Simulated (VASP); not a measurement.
# ZnS (P2_1) in VASP: notebook

The runs below take ZnS through single point, with PBEsol.

Program: VASP 6.6.1. These are calculated values, not measurements. Logs are shortened: lines on timing, memory, paths and dates and some standing lists are left out, and cuts for length are marked.

### Step 1. The cell of the first run

It takes space group P2_1 (No. 4, monoclinic). Conventional cell: a = 3.778 Å, b = 6.234 Å, c = 3.811 Å, α = 90.00°, β = 119.14°, γ = 90.00°. Zn (site symmetry 1) has 4 S at 2.30 to 2.40 Å within 3.0 Å. S (site symmetry 1) has 4 Zn at 2.30 to 2.40 Å within 3.0 Å.

### Step 2. Single point, PBEsol (strain -0.0200 x Voigt [0, 0, 0, 0, 0, 1])

File INCAR:

```
SYSTEM = ZnS
PREC = Accurate
ENCUT = 520
EDIFF = 1E-6
ISMEAR = 0
SIGMA = 0.05
LREAL = .False.
LASPH = .True.
NELM = 100
ALGO = Normal
ISIF = 2
LWAVE = .False.
LCHARG = .False.
GGA = PS
NBANDS = 26
```

File KPOINTS:

```
regular mesh
0
Gamma
  9 9 6
  0 0 0
```

File POSCAR:

```
ZnS
1.0
    3.8109987816     -0.0381099878      0.0000000000
   -1.9385036084      3.3194767525      0.0000000000
    0.0000000000      0.0000000000      6.2340000000
Zn S
2 2
Direct
    0.3333333333      0.6666666667      0.0000000000
    0.6666666667      0.3333333333      0.5000000000
    0.3333333333      0.6666666667      0.3850000000
    0.6666666667      0.3333333333      0.8850000000
```

Potentials or basis: VASP PAW PBE potentials, release 64 (Zn, S).

The run is started by

```bash
> cat potpaw_PBE.64/Zn/POTCAR potpaw_PBE.64/S/POTCAR > POTCAR
> mpirun -np 1 vasp_std > vasp.out
```

OUTCAR:

```text
SYSTEM = ZnS
   PREC = Accurate
   ENCUT = 520
   EDIFF = 1E-6
   ISMEAR = 0
   LREAL = .False.
   LASPH = .True.
   NELM = 100
   ISIF = 2
   GGA = PS

 ion  position               nearest neighbor table
   1  0.333  0.667  0.000-   4 2.30   4 2.31   4 2.33   3 2.40
   2  0.667  0.333  0.500-   3 2.30   3 2.31   3 2.33   4 2.40
   3  0.333  0.667  0.385-   2 2.30   2 2.31   2 2.33   1 2.40
   4  0.667  0.333  0.885-   1 2.30   1 2.31   1 2.33   2 2.40

  LATTYP: Found a simple monoclinic cell.
 ALAT       =     3.7780426173
 B/A-ratio  =     1.6500607938
 C/A-ratio  =     1.0087735139
 COS(beta)  =    -0.4869160342

  Lattice vectors:

 A1 = (   1.8724951732,   3.2813667647,   0.0000000000)
 A2 = (   0.0000000000,   0.0000000000,  -6.2340000000)
 A3 = (  -3.8109987816,   0.0381099878,   0.0000000000)

Analysis of symmetry for initial positions (statically):
=====================================================================
 Subroutine PRICEL returns:
 Original cell was already a primitive cell.

 Routine SETGRP: Setting up the symmetry group for a
 simple monoclinic supercell.

 Subroutine GETGRP returns: Found  2 space group operations
 (whereof  1 operations were pure point group operations)
 out of a pool of  4 trial point group operations.

The static configuration has the point symmetry C_1 .
 The point group associated with its full space group is C_2 .

Analysis of symmetry for dynamics (positions and initial velocities):
=====================================================================
 Subroutine PRICEL returns:
 Original cell was already a primitive cell.

 Routine SETGRP: Setting up the symmetry group for a
 simple monoclinic supercell.

 Subroutine GETGRP returns: Found  2 space group operations
 (whereof  1 operations were pure point group operations)
 out of a pool of  4 trial point group operations.

The dynamic configuration has the point symmetry C_1 .
 The point group associated with its full space group is C_2 .

 Subroutine INISYM returns: Found  2 space group operations
 (whereof  1 operations are pure point group operations),
 and found     1 'primitive' translations

----------------------------------------------------------------------------------------

                                     Primitive cell

  volume of cell :      78.4028

  direct lattice vectors                    reciprocal lattice vectors
     3.810998782 -0.038109988  0.000000000     0.263939756  0.154135187  0.000000000
[... 84 lines left out ...]
   ISPIN  =      1    spin polarized calculation?
   LNONCOLLINEAR =      F non collinear calculations
   LSORBIT =      F    spin-orbit coupling
   LASPH  =      T    aspherical Exc in radial PAW
   ENCUT  =  520.0 eV  38.22 Ry    6.18 a.u.   7.09  7.15 11.59*2*pi/ulx,y,z
   NELM   =    100;   NELMIN=  2; NELMDL= -5     # of ELM steps
   EDIFF  = 0.1E-05   stopping-criterion for ELM
   LREAL  =      F    real-space projection
   EDIFFG = 0.1E-04   stopping-criterion for IOM
   NSW    =      0    number of steps for IOM
   IBRION =     -1    ionic relax: 0-MD 1-quasi-New 2-CG
   NFREE  =      0    steps in history (QN), initial steepest desc. (CG)
   ISIF   =      2    stress and relaxation
   ISYM   =      2    0-nonsym 1-usesym 2-fastsym
   POTIM  = 0.5000    time-step for ionic-motion
   TEBEG  =    0.0;   TEEND  =   0.0 temperature during run
   PSTRESS=    0.0 pullay stress
   NELECT =      36.0000    total number of electrons
   NUPDOWN=      -1.0000    fix difference up-down
   EMIN   =  10.00;   EMAX   =-10.00  energy-range for DOS
   EFERMI =   0.00;   METHOD = LEGACY
   ISMEAR =     0;   SIGMA  =   0.05  broadening in eV -4-tet -1-fermi 0-gaus
   EFERMI_NEDOS =   21; number of points for ismear=-14 and -15
   IALGO  =     38    algorithm
   IMIX   =      4    mixing-type and parameters
     AMIX     =   0.40;   BMIX     =  1.00
     AMIX_MAG =   1.60;   BMIX_MAG =  1.00
  volume/ion in A,a.u.               =      19.60       132.27
  Fermi-wavevector in a.u.,A,eV,Ry     =   1.262986  2.386697 21.703103  1.595133
  Thomas-Fermi vector in A             =   2.396366
   LORBIT       =      0    0 simple, 1 ext, 2 COOP (PROOUT), +10 PAW based schemes
   GGA     = PS    functional components
   LHFCALC =     F    Hartree Fock is set to
   AEXX    =    0.0000 exact exchange contribution
   IVDW    =     0    specifies the selected vdW correction
   LEPSILON=     F    determine dielectric tensor
   LRPA    =     F    only Hartree local field effects (RPA)
 non-spin polarized calculation
 Gauss-broadening in eV      SIGMA  =   0.05
  energy-cutoff  :      520.00
  volume of cell :       78.40
 maximum number of plane-waves:      2132
   NGX = 15   NGY = 15   NGZ = 23

 number of electron      35.9999987 magnetization

 Free energy of the ion-electron system (eV)
  ---------------------------------------------------
  ext. energy  EPLUGINS =         0.00000000
  ---------------------------------------------------
  free energy    TOTEN  =       -15.13622555 eV

  energy without entropy =      -15.13622555  energy(sigma->0) =      -15.13622555

 E-fermi :   2.3488     XC(G=0):  -9.8702

 val. band max:        2.0948841916   @ k =   0.0000   0.0000   0.0000
 cond. band min:       4.1836255757   @ k =   0.0000   0.0000   0.0000
 fundamental gap:      2.0887413841
 Fermi energy:         2.3487657139

 k-point     1 :       0.0000    0.0000    0.0000
  band No.  band energies     occupation
      1     -11.1397      2.00000
      2     -10.1985      2.00000
      3      -4.3360      2.00000
      4      -4.3306      2.00000
      5      -4.2758      2.00000
      6      -4.2694      2.00000
[... 685 lines left out ...]
     25      10.6396      0.00000
     26      11.6180      0.00000

 [... further k-points ...]
[... 5 lines left out ...]
  --------------------------------------------------------------------------------------
  -------------------------------------------------------------------------------------
  Total       -0.2145611     -0.2218701     -1.1393762      0.5719744      0.0000000      0.0000000
  in kB       -4.3846000     -4.5339602    -23.2833840     11.6884140      0.0000000      0.0000000
  external PRESSURE =     -10.7339814 kB  Pullay stress =       0.0000000 kB

 VOLUME and BASIS-vectors are now :
 -----------------------------------------------------------------------------
  energy-cutoff  :      520.00
  volume of cell :       78.40
      direct lattice vectors                 reciprocal lattice vectors
     3.810998782 -0.038109988  0.000000000     0.263939756  0.154135187  0.000000000
    -1.938503608  3.319476752  0.000000000     0.003030219  0.303021881  0.000000000
     0.000000000  0.000000000  6.234000000     0.000000000  0.000000000  0.160410651

 POSITION                                       TOTAL-FORCE (eV/Angst)
 -----------------------------------------------------------------------------------
     -0.02200      2.20028      0.00000         0.107738      0.004590      0.312128
      1.89450      1.08109      3.11700        -0.107738     -0.004590      0.312128
     -0.02200      2.20028      2.40009         0.136433      0.004044     -0.312128
      1.89450      1.08109      5.51709        -0.136433     -0.004044     -0.312128
 -----------------------------------------------------------------------------------
    total drift:                                0.000000      0.000000     -0.000070

  FREE ENERGIE OF THE ION-ELECTRON SYSTEM (eV)
  ---------------------------------------------------
  free  energy   TOTEN  =       -15.1362255507 eV

  energy  without entropy=      -15.1362255507  energy(sigma->0) =      -15.13622555
```

OSZICAR:

```text
N       E                     dE             d eps       ncg     rms          rms(c)
DAV:   1     0.243560835020E+03    0.24356E+03   -0.17057E+04  8528   0.167E+03
DAV:   2     0.887387427369E+01   -0.23469E+03   -0.22446E+03  8780   0.351E+02
DAV:   3    -0.153406736776E+02   -0.24215E+02   -0.23965E+02 10206   0.112E+02
DAV:   4    -0.159428278114E+02   -0.60215E+00   -0.60081E+00  9960   0.177E+01
DAV:   5    -0.159519333068E+02   -0.91055E-02   -0.91032E-02 10244   0.217E+00    0.962E+00
DAV:   6    -0.151481808868E+02    0.80375E+00   -0.17767E+00 11588   0.401E+01    0.738E+00
DAV:   7    -0.151454205006E+02    0.27604E-02   -0.11735E+00  9010   0.668E+00    0.324E+00
DAV:   8    -0.151363602790E+02    0.90602E-02   -0.29698E-02 11154   0.175E+00    0.837E-01
DAV:   9    -0.151360064496E+02    0.35383E-03   -0.91684E-03 11652   0.146E+00    0.212E-01
DAV:  10    -0.151361021376E+02   -0.95688E-04   -0.53068E-04 10326   0.307E-01    0.108E-01
DAV:  11    -0.151362251392E+02   -0.12300E-03   -0.19174E-04  8830   0.939E-02    0.431E-02
DAV:  12    -0.151362235307E+02    0.16085E-05   -0.90248E-06 10914   0.656E-02    0.970E-03
DAV:  13    -0.151362257480E+02   -0.22173E-05   -0.46858E-06  8634   0.114E-02    0.287E-03
DAV:  14    -0.151362255507E+02    0.19728E-06   -0.24865E-07  5038   0.857E-03
   1 F= -.15136226E+02 E0= -.15136226E+02  d E =-.370944E-15
```

stdout:

```text
POSCAR found type information on POSCAR ZnS
 POSCAR found :  2 types and       4 ions
 scaLAPACK will be used
 -----------------------------------------------------------------------------
|                                                                             |
|                                                                             |
|     You enforced a specific xc type in the INCAR file but a different       |
|     I HOPE YOU KNOW WHAT YOU ARE DOING!                                     |
|                                                                             |
 -----------------------------------------------------------------------------

 LDA part: xc-table for (Slater+PW92), standard interpolation
 POSCAR, INCAR and KPOINTS ok, starting setup
 FFT: planning ... GRIDC
 FFT: planning ... GRID_SOFT
 FFT: planning ... GRID
 WAVECAR not read
 entering main loop
```

Run time: 2.6 min. Hardware: 1 thread of Intel Xeon Platinum 8488C (Sapphire Rapids), shared host; peak memory 0.39 GiB.

What came out:

```
Free energy            : -15.1362 eV
Pressure               : -1.1 GPa
Largest force          : 0.341 eV/Å
Band gap on the k mesh : 2.09 eV, direct
```

Forces in eV/Å, atoms in the order of the input:
```
Zn   0.108  0.005  0.312
Zn  -0.108 -0.005  0.312
S    0.136  0.004 -0.312
S   -0.136 -0.004 -0.312
```

Stress tensor (GPa, compression positive):
```
-0.44  1.17  0.00
 1.17 -0.45  0.00
 0.00  0.00 -2.33
```

Caveat: the cell differs from its parent crystal (strain -0.0200 x Voigt [0, 0, 0, 0, 0, 1]); the PAW data sets were made with another functional, which shifts forces and pressure a little.

### Step 3. Single point, PBEsol (strain +0.0050 x Voigt [0, 0, 0, 0, 0, 1])

File INCAR:

```
SYSTEM = ZnS
ALGO = Normal
EDIFF = 1E-6
ENCUT = 520
GGA = PS
ISIF = 2
ISMEAR = 0
LASPH = .TRUE.
LCHARG = .TRUE.
LELF = .TRUE.
LREAL = .FALSE.
LVHAR = .TRUE.
LWAVE = .FALSE.
NBANDS = 26
NELM = 100
PREC = Accurate
SIGMA = 0.05
```

File KPOINTS:

```
k-points
0
G
  9 9 6
  0 0 0
```

Changes to POSCAR since step 2:

```diff
@@ -2,4 +2,4 @@
 1.0
-    3.8109987816     -0.0381099878      0.0000000000
-   -1.9385036084      3.3194767525      0.0000000000
+    3.8109987816      0.0095274970      0.0000000000
+   -1.8972483364      3.2956580102      0.0000000000
     0.0000000000      0.0000000000      6.2340000000
```

Potentials or basis: VASP PAW PBE potentials, release 64 (Zn, S).

The run is started by

```bash
> cat potpaw_PBE.64/Zn/POTCAR potpaw_PBE.64/S/POTCAR > POTCAR
> mpirun -np 1 vasp_std > vasp.out
```

Wall time 2.6 min (1 thread of Intel Xeon Platinum 8488C (Sapphire Rapids), shared host); peak memory 0.38 GiB.

The run converged. Its results:

* Free energy: -15.1415 eV
* Pressure: -1.1 GPa
* Largest force: 0.311 eV/Å
* Band gap on the k mesh: 2.12 eV, direct

Forces in eV/Å, atoms in the order of the input:
```
Zn  -0.027  0.000  0.309
Zn   0.027  0.000  0.309
S   -0.034  0.000 -0.309
S    0.034  0.000 -0.309
```

Stress tensor (GPa, compression positive):
```
-0.49 -0.29  0.00
-0.29 -0.49  0.00
 0.00  0.00 -2.33
```

Levels at points of the mesh, in eV from the valence-band top:
| k point | band 14 | band 15 | band 16 | band 17 | band 18 | band 19 | band 20 | band 21 | band 22 | band 23 |
| --- | --- | --- | --- | --- | --- | --- | --- | --- | --- | --- |
| (0.00, 0.00, 0.00) | -0.88 | -0.86 | -0.02 | 0.00 | 0.00 | 2.12 | 2.88 | 6.18 | 6.23 | 6.52 |
| (0.00, 0.00, 0.50) | -2.81 | -0.47 | -0.47 | -0.45 | -0.45 | 3.40 | 3.40 | 6.62 | 6.62 | 6.67 |

Caveat: the cell differs from its parent crystal (strain +0.0050 x Voigt [0, 0, 0, 0, 0, 1]); the PAW data sets were made with another functional, which shifts forces and pressure a little.

(Part 1 of 2 ends here.)
